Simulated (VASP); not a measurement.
A run of VASP 6.6.1 is set up as follows.

INCAR

```
PREC     = Accurate       # precision mode
ENCUT    = 520            # plane-wave cutoff, eV
EDIFF    = 1E-7           # SCF threshold, eV
ISMEAR   = -1             # smearing method
SIGMA    = 0.05           # smearing width, eV
LREAL    = F              # projectors in reciprocal space
LASPH    = T              # aspherical terms in the spheres
NELM     = 150            # most SCF steps
ALGO     = Normal         # electronic algorithm
ISIF     = 2              # what is computed and relaxed
LWAVE    = F              # write WAVECAR
LCHARG   = T              # write CHGCAR
LMAXMIX  = 4              # l up to which the mixer works
LDAU     = T              # DFT+U
LDAUTYPE = 2            
LDAUL    = 2 -1           # shell
LDAUU    = 4 0            # U, eV
LDAUJ    = 0 0          
LDAUPRINT= 1            
LELF     = T              # ELF
LVHAR    = T            
NBANDS   = 19             # bands
```

Contents of KPOINTS:

```
Automatic mesh
0
Gamma
  9 9 3
```

The input POSCAR:

```
TiTe2
1.0
    3.0255700000      0.0000000000      0.0000000000
    0.0000000000      3.0255700000      0.0000000000
    0.0000000000      0.0000000000      9.3016300000
Ti Te
1 2
Direct
    0.0000000000      0.0000000000      0.0000000000
    0.0000000000      0.0000000000      0.2943100000
    0.0000000000      0.0000000000      0.7056900000
```

Potentials or basis: VASP PAW LDA potentials, release 64 (Ti_sv, Te).

Command:

```console
$ cat potpaw_LDA.64/Ti_sv/POTCAR potpaw_LDA.64/Te/POTCAR > POTCAR
$ mpirun -np 1 vasp_std > vasp.out
```

Problem. What does it give for the band gap on the k mesh?

Solution. Zero (band 12 reaches 8.28 eV, above the bottom of band 13 at 6.06 eV).

Problem. Predict the pressure.

Solution. 0.7 GPa.

Forces in eV/Å, atoms in the order of the input:
```
Ti   0.000  0.000  0.000
Te   0.000  0.000 -0.031
Te   0.000  0.000  0.031
```

Caveat: spin-orbit coupling is left out, which moves the levels of the heavy elements; U without spin polarisation on a metal has little footing; the U is typed as a test and isn't derived for this compound.
